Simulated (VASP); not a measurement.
Set up this calculation in VASP 6.6.1, as the native input.

```
Task                   : single point
Functional             : PBE
Potentials or basis    : VASP PAW PBE potentials, release 64 (Sn_d, Pt)
Cutoff                 : 520 eV
k mesh                 : 10 × 10 × 10
Occupations            : gaussian, width 0.1 eV
Spin                   : no spin polarisation
Dipole correction      : no
Further INCAR settings : ALGO = Fast; EDIFF = 1e-06; NBANDS = 34
```

The structure of Sn3Pt lies in POSCAR:

```
Sn3Pt
1.0
    4.5361357886      0.0000000000      0.0000000000
    0.0000000000      4.5361357886      0.0000000000
    0.0000000000      0.0000000000      4.5361357886
Sn Pt
3 1
Direct
    0.0000000000      0.5000000000      0.5000000000
    0.5000000000      0.0000000000      0.5000000000
    0.5000000000      0.5000000000      0.0000000000
    0.0000000000      0.0000000000      0.0000000000
```

These files were run (other wordings do the same):

INCAR

```
  ALGO = Fast
  EDIFF = 1E-6
  ENCUT = 520
  GGA = PE
  ISIF = 2
  ISMEAR = 0
  LASPH = True
  LCHARG = False
  LREAL = False
  LWAVE = False
  NBANDS = 34
  NELM = 60
  PREC = Accurate
  SIGMA = 0.1
```

KPOINTS

```
k-points
0
Gamma
  10 10 10
```

Potentials or basis: VASP PAW PBE potentials, release 64 (Sn_d, Pt).

Command:

```console
$ cat potpaw_PBE.64/Sn_d/POTCAR potpaw_PBE.64/Pt/POTCAR > POTCAR
$ mpirun -np 1 vasp_std > vasp.out
```

Results of the run:

| Item | Value |
| --- | --- |
| Pressure | -0.1 GPa |
| Band gap on the k mesh | zero (band 26 reaches 9.41 eV, above the bottom of band 27 at 7.59 eV) |

Caveat: spin-orbit coupling is left out, which moves the levels of the heavy elements.

Wall time 66 s on 1 thread of Intel(R) Xeon(R) 6975P-C (Granite Rapids), with other jobs on the host, peak memory 0.3 GiB.
